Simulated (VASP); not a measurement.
# MnHg (Pm-3m) in VASP: a series of runs, part 2 of 2

VASP 6.6.1.

## Step 3: Single point, PBE, collinear spin, ferromagnetic start

This run uses another cell than the first one, of 18.21 Å³/atom.

Contents of INCAR:

```
PREC     = Accurate       # precision mode
ENCUT    = 500            # plane-wave cutoff, eV
EDIFF    = 1E-6           # SCF threshold, eV
ISMEAR   = 0              # smearing method
SIGMA    = 0.1            # smearing width, eV
LREAL    = F              # projectors in reciprocal space
LASPH    = T              # aspherical terms in the spheres
NELM     = 200            # most SCF steps
ALGO     = Normal         # electronic algorithm
ISIF     = 2              # what is computed and relaxed
LWAVE    = F              # write WAVECAR
LCHARG   = F              # write CHGCAR
ISPIN    = 2              # spin polarisation
MAGMOM   = 4 0            # initial moments
LORBIT   = 11             # projections on sites
LMAXMIX  = 4              # l up to which the mixer works
GGA      = PE             # functional
NBANDS   = 24             # bands
GGA_COMPAT= F
```

Contents of KPOINTS:

```
regular mesh
0
Gamma
  6 6 6
```

Contents of POSCAR:

```
MnHg
1.0
    3.3150000000      0.0000000000      0.0000000000
    0.0000000000      3.3150000000      0.0000000000
    0.0000000000      0.0000000000      3.3150000000
Mn Hg
1 1
Direct
    0.5000000000      0.5000000000      0.5000000000
    0.0000000000      0.0000000000      0.0000000000
```

Potentials or basis: VASP PAW PBE potentials, release 64 (Mn_pv, Hg).

On the command line:

```bash
$ cat potpaw_PBE.64/Mn_pv/POTCAR potpaw_PBE.64/Hg/POTCAR > POTCAR
$ mpirun -np 1 vasp_std > vasp.out
```

OUTCAR:

```text
PREC = Accurate
   ENCUT = 500
   EDIFF = 1E-6
   ISMEAR = 0
   LREAL = F
   LASPH = T
   NELM = 200
   ISIF = 2
   ISPIN = 2
   LORBIT = 11
   GGA = PE

 ion  position               nearest neighbor table
   1  0.500  0.500  0.500-   2 2.87   2 2.87   2 2.87   2 2.87   2 2.87   2 2.87   2 2.87   2 2.87

   2  0.000  0.000  0.000-   1 2.87   1 2.87   1 2.87   1 2.87   1 2.87   1 2.87   1 2.87   1 2.87

  LATTYP: Found a simple cubic cell.
 ALAT       =     3.3150000000

  Lattice vectors:

 A1 = (   3.3150000000,   0.0000000000,   0.0000000000)
 A2 = (   0.0000000000,   3.3150000000,   0.0000000000)
 A3 = (   0.0000000000,   0.0000000000,   3.3150000000)

Analysis of symmetry for initial positions (statically):
=====================================================================
 Subroutine PRICEL returns:
 Original cell was already a primitive cell.

 Routine SETGRP: Setting up the symmetry group for a
 simple cubic supercell.
[... 731 lines left out ...]
      2     -40.5954      1.00000
      3     -40.5954      1.00000
      4      -3.9108      1.00000
      5      -2.7248      1.00000
      6      -2.7248      1.00000
[... 529 lines left out ...]
     23      32.4375      0.00000
     24      32.4660      0.00000

------------------------ aborting loop because EDIFF is reached ----------------------------------------

  FORCE on cell =-STRESS in cart. coord.  units (eV):
  Direction    XX          YY          ZZ          XY          YZ          ZX
  --------------------------------------------------------------------------------------
  -------------------------------------------------------------------------------------
  Total        0.1449209      0.1449209      0.1449209     -0.0000000      0.0000000     -0.0000000
  in kB        6.3736902      6.3736902      6.3736902     -0.0000000      0.0000000     -0.0000000
  external PRESSURE =       6.3736902 kB  Pullay stress =       0.0000000 kB

 VOLUME and BASIS-vectors are now :
 -----------------------------------------------------------------------------
  energy-cutoff  :      500.00
  volume of cell :       36.43
      direct lattice vectors                 reciprocal lattice vectors
     3.315000000  0.000000000  0.000000000     0.301659125  0.000000000  0.000000000
     0.000000000  3.315000000  0.000000000     0.000000000  0.301659125  0.000000000
     0.000000000  0.000000000  3.315000000     0.000000000  0.000000000  0.301659125

 POSITION                                       TOTAL-FORCE (eV/Angst)
 -----------------------------------------------------------------------------------
      1.65750      1.65750      1.65750         0.000000      0.000000      0.000000
      0.00000      0.00000      0.00000         0.000000      0.000000      0.000000
 -----------------------------------------------------------------------------------
    total drift:                                0.000000      0.000000     -0.000000

  FREE ENERGIE OF THE ION-ELECTRON SYSTEM (eV)
  ---------------------------------------------------
  free  energy   TOTEN  =        -8.4854907493 eV

  energy  without entropy=       -8.4721316749  energy(sigma->0) =       -8.47881121

 total charge

# of ion       s       p       d       tot
------------------------------------------
    1        0.250   6.172   4.981  11.404
    2        0.818   0.514   9.255  10.587
--------------------------------------------------
tot          1.068   6.686  14.237  21.991

 magnetization (x)

# of ion       s       p       d       tot
------------------------------------------
    1        0.028   0.014   3.762   3.804
    2       -0.041  -0.060   0.047  -0.054
--------------------------------------------------
tot         -0.012  -0.046   3.809   3.751
```

Run time: 11 s. Hardware: 1 thread of Intel Xeon 6975P-C (Granite Rapids), shared host; peak memory 0.16 GiB.

What came out:

```
Free energy                                           : -8.4855 eV
Pressure                                              : 0.6 GPa
Net moment                                            : 3.88 μB per cell
Site moments                                          : Mn +3.80; Hg -0.05 μB
Valence electrons inside the program's atomic spheres : Mn 11.40; Hg 10.59
```

Levels at points of the mesh, in eV from the Fermi level:
Spin up:
```csv
k point,band 11,band 12,band 13,band 14,band 15,band 16,band 17,band 18
"(0.00, 0.00, 0.00)",-2.98,-2.14,-2.14,-2.14,4.81,4.81,4.81,8.51
"(0.50, 0.00, 0.00)",-3.34,-2.83,-2.83,-2.35,-1.63,9.97,9.97,10.50
"(0.50, 0.50, 0.00)",-2.16,-2.16,-2.07,-1.73,-1.73,0.55,2.81,11.72
"(0.50, 0.50, 0.50)",-3.79,-2.05,-2.05,0.36,4.05,4.05,4.05,4.42
```
Spin down:
```tsv
k point	band 7	band 8	band 9	band 10	band 11	band 12	band 13	band 14	band 15	band 16
(0.00, 0.00, 0.00)	-7.14	-7.14	-7.14	0.22	0.22	1.42	1.42	1.42	5.18	5.18
(0.50, 0.00, 0.00)	-7.51	-7.05	-5.07	-4.53	-0.13	0.37	0.37	1.23	1.93	10.53
(0.50, 0.50, 0.00)	-7.57	-6.60	-3.58	-1.50	-1.50	0.39	1.25	1.25	1.78	3.13
(0.50, 0.50, 0.50)	-6.57	-6.57	-1.64	-1.64	-1.64	0.24	1.81	1.81	5.48	5.48
```

Caveat: spin-orbit coupling is left out, which moves the levels of the heavy elements.

## Step 4: Single point, PBE

This run uses another cell than the first one, of 18.21 Å³/atom.

Contents of INCAR:

```
PREC = Accurate
ENCUT = 500
EDIFF = 1E-6
ISMEAR = 0
SIGMA = 0.1
LREAL = False
LASPH = True
NELM = 120
ALGO = Normal
ISIF = 2
LWAVE = False
LCHARG = True
GGA = PE
LELF = True
LVHAR = True
NBANDS = 20
GGA_COMPAT = False
```

Contents of KPOINTS:

```
regular mesh
0
Gamma
  12 12 12
```

POSCAR is that of step 3.

On the command line:

```bash
$ cat potpaw_PBE.64/Mn_pv/POTCAR potpaw_PBE.64/Hg/POTCAR > POTCAR
$ mpirun -np 1 vasp_std > vasp.out
```

Wall time 12 s (1 thread of Intel Xeon 6975P-C (Granite Rapids), shared host); peak memory 0.18 GiB.

It converged, with:

| Item | Value |
| --- | --- |
| Free energy | -7.0383 eV |
| Pressure | -14.5 GPa |
| Band gap on the k mesh | zero (an odd number of electrons rules out a gap without spin polarisation) |

Levels at points of the mesh, in eV from the Fermi level:
```
           k point  band 8  band 9  band 10  band 11  band 12  band 13  band 14  band 15  band 16  band 17
(0.00, 0.00, 0.00)   -6.57   -6.57    -0.71    -0.71     0.26     0.26     0.26     5.79     5.79     5.79
(0.50, 0.00, 0.00)   -6.45   -4.41    -4.07    -1.04    -0.54    -0.54     0.08     0.74    10.94    10.94
(0.50, 0.50, 0.00)   -6.00   -3.23    -0.81    -0.81    -0.48     0.17     0.17     0.46     2.33     4.30
(0.50, 0.50, 0.50)   -5.98   -1.89    -1.89    -1.89     0.49     0.49     0.99     5.34     5.34     5.34
```

Caveat: the cell stands under tension; spin-orbit coupling is left out, which moves the levels of the heavy elements; the run has no spin polarisation, though such a crystal can be magnetic.

## Step 5: The runs side by side

| spin | cell | k mesh | gap on the mesh (eV) | pressure (GPa) |
| --- | --- | --- | --- | --- |
| off | a = 3.147 Å, 2 atoms | 12 × 12 × 12 | none | 1.2 |
| collinear, ferromagnetic start | a = 3.315 Å, 2 atoms | 6 × 6 × 6 | none | 0.6 |
| off | a = 3.315 Å, 2 atoms | 12 × 12 × 12 | none | -14.5 |

Alike in all rows: task single point; level PBE; potentials or basis VASP PAW PBE potentials, release 64 (Mn_pv, Hg); cutoff (eV) 500; smearing gaussian 0.1 eV.

Caveats: spin-orbit coupling is left out, which moves the levels of the heavy elements; the cell stands under tension (at least some runs).

Total energies depend on the potentials used, so only differences within one code and one set of settings carry meaning.
